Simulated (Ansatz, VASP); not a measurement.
As3RuW: VASP beside Ansatz

Contents of INCAR:

```
SYSTEM = As3RuW
PREC = Accurate
ENCUT = 600
EDIFF = 1E-7
ISMEAR = 0
SIGMA = 0.1
LREAL = .False.
LASPH = .True.
NELM = 80
ALGO = Normal
ISIF = 3
LWAVE = .False.
LCHARG = .False.
GGA = PE
IBRION = 2
NSW = 90
EDIFFG = -0.04
```

Contents of KPOINTS:

```
Automatic mesh
0
Gamma
  4 4 4
  0 0 0
```

Contents of POSCAR:

```
As3RuW
1.0
    4.4246063773      0.0000000000      0.0000000000
    0.0000000000      4.4246063773      0.0000000000
    0.0000000000      0.0000000000      4.4246063773
As Ru W
3 1 1
Direct
    0.0000000000      0.5000000000      0.5000000000
    0.5000000000      0.0000000000      0.5000000000
    0.5000000000      0.5000000000      0.0000000000
    0.0000000000      0.0000000000      0.0000000000
    0.5000000000      0.5000000000      0.5000000000
```

Input for Ansatz:

```yaml
crystal:
  lattice:
    - [4.4246063773, 0.0, 0.0]
    - [0.0, 4.4246063773, 0.0]
    - [0.0, 0.0, 4.4246063773]
  atoms:
    - { symbol: As, position: [0.0, 0.5, 0.5] }
    - { symbol: As, position: [0.5, 0.0, 0.5] }
    - { symbol: As, position: [0.5, 0.5, 0.0] }
    - { symbol: Ru, position: [0.0, 0.0, 0.0] }
    - { symbol: W, position: [0.5, 0.5, 0.5] }
basis:
  ecutwfc: 420
kpoints:
  mp_grid: { grid: [4, 4, 4] }
hamiltonian:
  xc: pbe
scf:
  occupations: { method: gaussian, width: 0.1 }
  lower_state_search: "off"
output:
  forces: true
  stress: true
  eigenvalues: true
relax:
  adjacent_minimum: "off"
  f_tol: 0.04
  max_steps: 70
  cell: { stress_tol: 0.4 }
```

Alike in both runs: task relaxation of cell and atoms; functional PBE; k mesh 4 × 4 × 4; occupations gaussian, width 0.1 eV; no spin polarisation.

|  | VASP | Ansatz |
| --- | --- | --- |
| version | VASP 6.6.1 | Ansatz 0.2.0 |
| potentials or method | VASP PAW PBE potentials, release 64 (As, Ru_pv, W_sv), cutoff 600 eV | scalar-relativistic, plane waves, PAW |
| valence electrons in the cell | 43 | 75 |

Ansatz gave:

| Property | Result |
| --- | --- |
| gap on the k mesh at the Fermi level, each at its own relaxed structure (eV) | none |
| relaxed volume (Å³/atom) | 22.21 |
| relaxed cell length with the largest relative difference (Å) | 4.807 |

Q: Which values does VASP return?

A: gap on the k mesh at the Fermi level, each at its own relaxed structure (eV): none; relaxed volume (Å³/atom): 22.30; relaxed cell length with the largest relative difference (Å): 4.813.

A gap of «none» marks a metal or a gap that the smearing closes. VASP's potentials hold 43 valence electrons a cell and Ansatz's 75, so a difference there can come from the potentials and not from the codes.

Spin-orbit coupling is off throughout. Noted on VASP's run: the volume moved by over 15 % at a fixed basis, so the end points are rough.
